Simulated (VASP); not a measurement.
# CO2 (I-42d) in VASP: notebook

CO2 is run at these levels: PBEsol; tasks: relaxation of shape and atoms at fixed volume.

Everything below comes from runs of VASP 6.6.1. Logs are shortened: lines on timing, memory, paths and dates and some standing lists are left out, and cuts for length are marked.

**1. The cell of the first run**

Symmetry: I-42d, No. 122, tetragonal system. The conventional cell has a = 3.710 Å, b = 3.710 Å, c = 5.827 Å, α = 90.00°, β = 90.00°, γ = 90.00°. Within 1.8 Å of C (site symmetry -4) lie 4 O at 1.36 Å. Within 1.8 Å of O (site symmetry 2) lie 2 C at 1.36 Å.

**2. Relaxation of shape and atoms at fixed volume, PBEsol (6.68 Å³/atom)**

File INCAR:

```
ALGO     = Normal         # electronic algorithm
EDIFF    = 1E-7           # SCF threshold, eV
EDIFFG   = -0.01          # ionic threshold
ENCUT    = 600            # plane-wave cutoff, eV
GGA      = PS             # functional
IBRION   = 2              # ionic algorithm
ISIF     = 4              # what is computed and relaxed
ISMEAR   = 0              # smearing method
LASPH    = T              # aspherical terms in the spheres
LCHARG   = F              # write CHGCAR
LREAL    = F              # projectors in reciprocal space
LWAVE    = F              # write WAVECAR
NELM     = 60             # most SCF steps
NSW      = 50             # ionic steps
PREC     = Accurate       # precision mode
SIGMA    = 0.02           # smearing width, eV
```

File KPOINTS:

```
k-points
0
Gamma
  8 8 8
```

File POSCAR:

```
CO2
1.0
   -1.8549080790      1.8549080790      2.9136761946
    1.8549080790     -1.8549080790      2.9136761946
    1.8549080790      1.8549080790     -2.9136761946
C O
2 4
Direct
    0.7500000000      0.2500000000      0.5000000000
    0.0000000000      0.0000000000      0.0000000000
    0.6913989748      0.1250000000      0.0663989748
    0.0586010252      0.6250000000      0.9336010252
    0.3750000000      0.3086010252      0.4336010252
    0.8750000000      0.9413989748      0.5663989748
```

Potentials or basis: VASP PAW PBE potentials, release 64 (C, O).

Launch:

```
$ cat potpaw_PBE.64/C/POTCAR potpaw_PBE.64/O/POTCAR > POTCAR
$ mpirun -np 1 vasp_std > vasp.out
```

OUTCAR:

```text
EDIFF = 1E-7
   EDIFFG = -0.01
   ENCUT = 600
   GGA = PS
   IBRION = 2
   ISIF = 4
   ISMEAR = 0
   LASPH = T
   LREAL = F
   NELM = 60
   NSW = 50
   PREC = Accurate

 ion  position               nearest neighbor table
   1  0.750  0.250  0.500-   5 1.36   4 1.36   3 1.36   6 1.36
   2  0.000  0.000  0.000-   4 1.36   3 1.36   5 1.36   6 1.36
   3  0.691  0.125  0.066-   1 1.36   2 1.36
   4  0.059  0.625  0.934-   2 1.36   1 1.36
   5  0.375  0.309  0.434-   1 1.36   2 1.36
   6  0.875  0.941  0.566-   1 1.36   2 1.36

  LATTYP: Found a body centered tetragonal cell.
 ALAT       =     3.7098161580
 C/A-ratio  =     1.5707927674

  Lattice vectors:

 A1 = (  -1.8549080790,   1.8549080790,   2.9136761946)
 A2 = (   1.8549080790,  -1.8549080790,   2.9136761946)
 A3 = (   1.8549080790,   1.8549080790,  -2.9136761946)

Analysis of symmetry for initial positions (statically):
=====================================================================
 Subroutine PRICEL returns:
 Original cell was already a primitive cell.

 Routine SETGRP: Setting up the symmetry group for a
 body centered tetragonal supercell.

 Subroutine GETGRP returns: Found  8 space group operations
 (whereof  4 operations were pure point group operations)
 out of a pool of 16 trial point group operations.

The static configuration has the point symmetry S_4 .
 The point group associated with its full space group is D_2d.

Analysis of symmetry for dynamics (positions and initial velocities):
=====================================================================
 Subroutine PRICEL returns:
 Original cell was already a primitive cell.

 Routine SETGRP: Setting up the symmetry group for a
 body centered tetragonal supercell.

 Subroutine GETGRP returns: Found  8 space group operations
 (whereof  4 operations were pure point group operations)
 out of a pool of 16 trial point group operations.

The dynamic configuration has the point symmetry S_4 .
 The point group associated with its full space group is D_2d.

 Subroutine INISYM returns: Found  8 space group operations
 (whereof  4 operations are pure point group operations),
 and found     1 'primitive' translations

----------------------------------------------------------------------------------------

                                     Primitive cell

  volume of cell :      40.1002

  direct lattice vectors                    reciprocal lattice vectors
    -1.854908079  1.854908079  2.913676195     0.000000000  0.269555136  0.171604518
     1.854908079 -1.854908079  2.913676195     0.269555136  0.000000000  0.171604518
     1.854908079  1.854908079 -2.913676195     0.269555136  0.269555136  0.000000000

  length of vectors
     3.920570995  3.920570995  3.920570995     0.319543553  0.319543553  0.381208530

  position of ions in fractional coordinates (direct lattice)
     0.750000000  0.250000000  0.500000000
     0.000000000  0.000000000  0.000000000
     0.691398975  0.125000000  0.066398975
     0.058601025  0.625000000  0.933601025
     0.375000000  0.308601025  0.433601025
     0.875000000  0.941398975  0.566398975

  ion indices of the primitive-cell ions
   primitive index   ion index
                 1           1
                 2           2
                 3           3
                 4           4
                 5           5
                 6           6

----------------------------------------------------------------------------------------

 KPOINTS: k-points

Automatic generation of k-mesh.
 Grid dimensions read from file:
 generate k-points for:    8    8    8

 Generating k-lattice:

  Cartesian coordinates                     Fractional coordinates (reciprocal lattice)
     0.000000000  0.033694392  0.021450565     0.125000000 -0.000000000  0.000000000
     0.033694392  0.000000000  0.021450565    -0.000000000  0.125000000  0.000000000
     0.033694392  0.033694392  0.000000000     0.000000000  0.000000000  0.125000000

  Length of vectors
     0.039942944  0.039942944  0.047651066

  Shift w.r.t. Gamma in fractional coordinates (k-lattice)
     0.000000000  0.000000000  0.000000000

 Subroutine IBZKPT returns following result:
 ===========================================

 Found     59 irreducible k-points:

 Following reciprocal coordinates:
            Coordinates               Weight
  0.000000  0.000000  0.000000      1.000000
  0.125000 -0.000000  0.000000      8.000000
  0.250000 -0.000000  0.000000      8.000000
  0.375000 -0.000000  0.000000      8.000000
  0.500000 -0.000000  0.000000      4.000000
  0.125000  0.125000  0.000000      8.000000
[... 16 lines left out ...]
  0.250000  0.125000  0.125000     16.000000
  0.375000  0.125000  0.125000      8.000000
 [... further k-points ...]
   k-points           NKPTS =     59   k-points in BZ     NKDIM =     59   number of bands    NBANDS=     20
   number of dos      NEDOS =    301   number of ions     NIONS =      6
   total plane-waves  NPLWV =  32768
   dimension x,y,z NGX =    32 NGY =   32 NGZ =   32
   dimension x,y,z NGXF=    64 NGYF=   64 NGZF=   64
   ions per type =               2   4
   NGX,Y,Z   is equivalent  to a cutoff of  13.57, 13.57, 13.57 a.u.
   NGXF,Y,Z  is equivalent  to a cutoff of  27.14, 27.14, 27.14 a.u.
 SYSTEM =  unknown system
   PREC   = accura    normal or accurate (medium, high low for compatibility)
   ISTART =      0    job   : 0-new  1-cont  2-samecut
   ICHARG =      2    charge: 1-file 2-atom 10-const
   ISPIN  =      1    spin polarized calculation?
   LNONCOLLINEAR =      F non collinear calculations
   LSORBIT =      F    spin-orbit coupling
   LASPH  =      T    aspherical Exc in radial PAW
   ENCUT  =  600.0 eV  44.10 Ry    6.64 a.u.   7.83  7.83  7.83*2*pi/ulx,y,z
   NELM   =     60;   NELMIN=  2; NELMDL= -5     # of ELM steps
   EDIFF  = 0.1E-06   stopping-criterion for ELM
   LREAL  =      F    real-space projection
   EDIFFG = -.1E-01   stopping-criterion for IOM
   NSW    =     50    number of steps for IOM
   IBRION =      2    ionic relax: 0-MD 1-quasi-New 2-CG
   NFREE  =      1    steps in history (QN), initial steepest desc. (CG)
   ISIF   =      4    stress and relaxation
   ISYM   =      2    0-nonsym 1-usesym 2-fastsym
   POTIM  = 0.5000    time-step for ionic-motion
   TEBEG  =    0.0;   TEEND  =   0.0 temperature during run
   PSTRESS=    0.0 pullay stress
   NELECT =      32.0000    total number of electrons
   NUPDOWN=      -1.0000    fix difference up-down
   EMIN   =  10.00;   EMAX   =-10.00  energy-range for DOS
   EFERMI =   0.00;   METHOD = LEGACY
   ISMEAR =     0;   SIGMA  =   0.02  broadening in eV -4-tet -1-fermi 0-gaus
   EFERMI_NEDOS =   21; number of points for ismear=-14 and -15
   IALGO  =     38    algorithm
   IMIX   =      4    mixing-type and parameters
     AMIX     =   0.40;   BMIX     =  1.00
     AMIX_MAG =   1.60;   BMIX_MAG =  1.00
  volume/ion in A,a.u.               =       6.68        45.10
  Fermi-wavevector in a.u.,A,eV,Ry     =   1.518481  2.869514 31.372119  2.305786
  Thomas-Fermi vector in A             =   2.627596
   LORBIT       =      0    0 simple, 1 ext, 2 COOP (PROOUT), +10 PAW based schemes
   GGA     = PS    functional components
   LHFCALC =     F    Hartree Fock is set to
   AEXX    =    0.0000 exact exchange contribution
   IVDW    =     0    specifies the selected vdW correction
   LEPSILON=     F    determine dielectric tensor
   LRPA    =     F    only Hartree local field effects (RPA)
 conjugate gradient relaxation of ions
 non-spin polarized calculation
 Gauss-broadening in eV      SIGMA  =   0.02
  energy-cutoff  :      600.00
  volume of cell :       40.10
 maximum number of plane-waves:      1360
   NGX = 15   NGY = 15   NGZ = 15

--------------------------------------- Ionic step        1  -------------------------------------------

 number of electron      31.9999994 magnetization

 Free energy of the ion-electron system (eV)
  ---------------------------------------------------
  ext. energy  EPLUGINS =         0.00000000
  ---------------------------------------------------
  free energy    TOTEN  =       -45.68940019 eV

  energy without entropy =      -45.68940019  energy(sigma->0) =      -45.68940019

------------------------ aborting loop because EDIFF is reached ----------------------------------------

  FORCE on cell =-STRESS in cart. coord.  units (eV):
  Direction    XX          YY          ZZ          XY          YZ          ZX
  --------------------------------------------------------------------------------------
  -------------------------------------------------------------------------------------
  Total        7.7151474      7.7151474      7.4528251      0.0000000     -0.0000000      0.0000000
  in kB      308.2540208    308.2540208    297.7730910      0.0000000     -0.0000000      0.0000000
  external PRESSURE =     304.7603775 kB  Pullay stress =       0.0000000 kB
[... 145 lines left out ...]
  energy  without entropy=      -45.7210346382  energy(sigma->0) =      -45.72103464

--------------------------------------- Ionic step        5  -------------------------------------------

 number of electron      31.9999990 magnetization

 Free energy of the ion-electron system (eV)
  ---------------------------------------------------
  ext. energy  EPLUGINS =         0.00000000
  ---------------------------------------------------
  free energy    TOTEN  =       -45.72378242 eV

  energy without entropy =      -45.72378242  energy(sigma->0) =      -45.72378242

 E-fermi :   4.1284     XC(G=0): -12.3546

 val. band max:        3.9493201260   @ k =  -0.3750   0.3750   0.3750
 cond. band min:      11.4318724493   @ k =   0.0000   0.0000   0.0000
 fundamental gap:      7.4825523233
 Fermi energy:         4.1283919127

 k-point     1 :       0.0000    0.0000    0.0000
  band No.  band energies     occupation
      1     -21.1725      2.00000
      2     -15.3497      2.00000
      3     -15.3497      2.00000
      4     -14.6743      2.00000
      5     -10.7125      2.00000
      6      -6.2545      2.00000
[... 12 lines left out ...]
     19      14.1130      0.00000
[... 513 lines left out ...]
      4     -15.3580      2.00000
      5      -8.7654      2.00000
      6      -6.7646      2.00000
[... 12 lines left out ...]
     19      14.4523      0.00000
     20      14.5359      0.00000

 [... further k-points ...]

------------------------ aborting loop because EDIFF is reached ----------------------------------------

  FORCE on cell =-STRESS in cart. coord.  units (eV):
  Direction    XX          YY          ZZ          XY          YZ          ZX
  --------------------------------------------------------------------------------------
  -------------------------------------------------------------------------------------
  Total        5.9110358      5.9110358      5.9751709      0.0000000      0.0000000      0.0000000
  in kB      236.1718370    236.1718370    238.7343165      0.0000000      0.0000000      0.0000000
  external PRESSURE =     237.0259969 kB  Pullay stress =       0.0000000 kB
[... 21 lines left out ...]
  FREE ENERGIE OF THE ION-ELECTRON SYSTEM (eV)
  ---------------------------------------------------
  free  energy   TOTEN  =       -45.7237824208 eV

  energy  without entropy=      -45.7237824208  energy(sigma->0) =      -45.72378242

 reached required accuracy - stopping structural energy minimisation
```

Wall time 68 s (1 thread of Intel Xeon 6975P-C (Granite Rapids), shared host); peak memory 0.19 GiB.

What came out:

| Property | Result |
| --- | --- |
| Free energy | -45.7238 eV |
| Energy gained by relaxing | 5.7 meV/atom |
| Ionic steps | 5 |
| Pressure after relaxing | 23.7 GPa |
| Largest force after relaxing | 0.004 eV/Å |
| Band gap on the k mesh | 7.48 eV (least direct gap 7.75 eV) |

Forces on the atoms (eV/Å):
```
C    0.000  0.000  0.000
C    0.000  0.000  0.000
O    0.000 -0.004  0.000
O    0.000  0.004  0.000
O    0.004  0.000  0.000
O   -0.004  0.000  0.000
```

Step by step:
```tsv
step	energy change (eV)	largest force (eV/Å)	pressure (GPa)	volume (Å³)
1	0.0000	0.6889	30.48	40.10
2	-0.0210	0.3631	21.43	40.10
3	-0.0298	0.0061	24.54	40.10
4	-0.0316	0.0057	24.32	40.10
5	-0.0344	0.0041	23.70	40.10
```

Final structure:
```yaml
crystal:
  lattice:
    - [-1.84404, 1.84404, 2.94814]
    - [1.84404, -1.84404, 2.94814]
    - [1.84404, 1.84404, -2.94814]
  atoms:
    - { symbol: C, position: [0.75000, 0.25000, 0.50000] }
    - { symbol: C, position: [0.00000, 0.00000, 0.00000] }
    - { symbol: O, position: [0.68445, 0.12500, 0.05945] }
    - { symbol: O, position: [0.06555, 0.62500, 0.94055] }
    - { symbol: O, position: [0.37500, 0.31555, 0.44055] }
    - { symbol: O, position: [0.87500, 0.93445, 0.55945] }
```

Caveat: the PAW data sets were made with another functional, which shifts forces and pressure a little. A k mesh can miss the band edges.

**3. Relaxation of shape and atoms at fixed volume, PBEsol (6.91 Å³/atom)**

This run uses another cell than the first one, of 6.91 Å³/atom.

File INCAR:

```
SYSTEM = CO2
PREC     = Accurate       ! precision mode
ENCUT    = 600            ! plane-wave cutoff, eV
EDIFF    = 1E-7           ! SCF threshold, eV
ISMEAR   = 0              ! smearing method
SIGMA    = 0.02           ! smearing width, eV
LREAL    = .False.        ! projectors in reciprocal space
LASPH    = .True.         ! aspherical terms in the spheres
NELM     = 80             ! most SCF steps
ALGO     = Normal         ! electronic algorithm
ISIF     = 4              ! what is computed and relaxed
LWAVE    = .False.        ! write WAVECAR
LCHARG   = .False.        ! write CHGCAR
GGA      = PS             ! functional
IBRION   = 2              ! ionic algorithm
NSW      = 50             ! ionic steps
EDIFFG   = -0.01          ! ionic threshold
```

File KPOINTS:

```
regular mesh
0
Gamma
  8 8 8
  0 0 0
```

File POSCAR:

```
CO2
1.0
   -1.8847062715      1.8847062715      2.9184848284
    1.8847062715     -1.8847062715      2.9184848284
    1.8847062715      1.8847062715     -2.9184848284
C O
2 4
Direct
    0.7500000000      0.2500000000      0.5000000000
    0.0000000000      0.0000000000      0.0000000000
    0.6970490354      0.1250000000      0.0720490354
    0.0529509646      0.6250000000      0.9279509646
    0.3750000000      0.3029509646      0.4279509646
    0.8750000000      0.9470490354      0.5720490354
```

Potentials or basis: VASP PAW PBE potentials, release 64 (C, O).

Launch:

```
$ cat potpaw_PBE.64/C/POTCAR potpaw_PBE.64/O/POTCAR > POTCAR
$ mpirun -np 1 vasp_std > vasp.out
```

It took 69 s on 1 thread of Intel Xeon 6975P-C (Granite Rapids), shared host; peak memory 0.19 GiB.

The run converged. Its results:

```yaml
Free_energy: -45.9030 eV
Energy_gained_by_relaxing: 5.3 meV/atom
Ionic_steps: 5
Pressure_after_relaxing: 16.5 GPa
Largest_force_after_relaxing: 0.004 eV/Å
Band_gap_on_the_k_mesh: 7.54 eV (least direct gap 7.84 eV)
```

Forces on the atoms (eV/Å):
```
C    0.000  0.000  0.000
C    0.000  0.000  0.000
O    0.000 -0.004  0.000
O    0.000  0.004  0.000
O    0.004  0.000  0.000
O   -0.004  0.000  0.000
```

Stress tensor (GPa, compression positive):
```
16.49  0.00  0.00
 0.00 16.49  0.00
 0.00  0.00 16.58
```

The path:
```csv
step,energy change (eV),largest force (eV/Å),pressure (GPa),volume (Å³)
1,0.0000,0.6453,22.82,41.47
2,-0.0224,0.2771,14.84,41.47
3,-0.0279,0.0065,17.24,41.47
4,-0.0296,0.0059,17.06,41.47
5,-0.0318,0.0037,16.52,41.47
```

Final structure:
```cif
data_structure
_symmetry_space_group_name_H-M 'P 1'
_symmetry_Int_Tables_number 1
_cell_length_a 3.9666
_cell_length_b 3.9666
_cell_length_c 3.9666
_cell_angle_alpha 123.605
_cell_angle_beta 123.605
_cell_angle_gamma 83.863
_cell_volume 41.47
loop_
_atom_site_label
_atom_site_type_symbol
_atom_site_fract_x
_atom_site_fract_y
_atom_site_fract_z
_atom_site_occupancy
C1 C 0.75000 0.25000 0.50000 1
C2 C 0.00000 0.00000 0.00000 1
O1 O 0.69024 0.12500 0.06524 1
O2 O 0.05976 0.62500 0.93476 1
O3 O 0.37500 0.30976 0.43476 1
O4 O 0.87500 0.94024 0.56524 1
```

Levels at points of the mesh, in eV from the valence-band top:
| k point | band 12 | band 13 | band 14 | band 15 | band 16 | band 17 | band 18 | band 19 | band 20 |
| --- | --- | --- | --- | --- | --- | --- | --- | --- | --- |
| (0.00, 0.00, 0.00) | -1.65 | -1.65 | -0.71 | -0.71 | -0.30 | 7.54 | 10.00 | 10.00 | 10.27 |
| (0.50, 0.00, 0.00) | -2.76 | -1.79 | -1.53 | -0.42 | 0.00 | 8.75 | 10.05 | 10.62 | 10.62 |
| (0.50, 0.50, 0.00) | -2.78 | -0.66 | -0.66 | -0.53 | -0.53 | 9.61 | 9.61 | 10.42 | 10.42 |
| (0.50, 0.50, 0.50) | -3.10 | -2.97 | -2.97 | -0.10 | -0.10 | 8.83 | 8.83 | 11.12 | 11.12 |

Caveat: the PAW data sets were made with another functional, which shifts forces and pressure a little. A k mesh can miss the band edges.
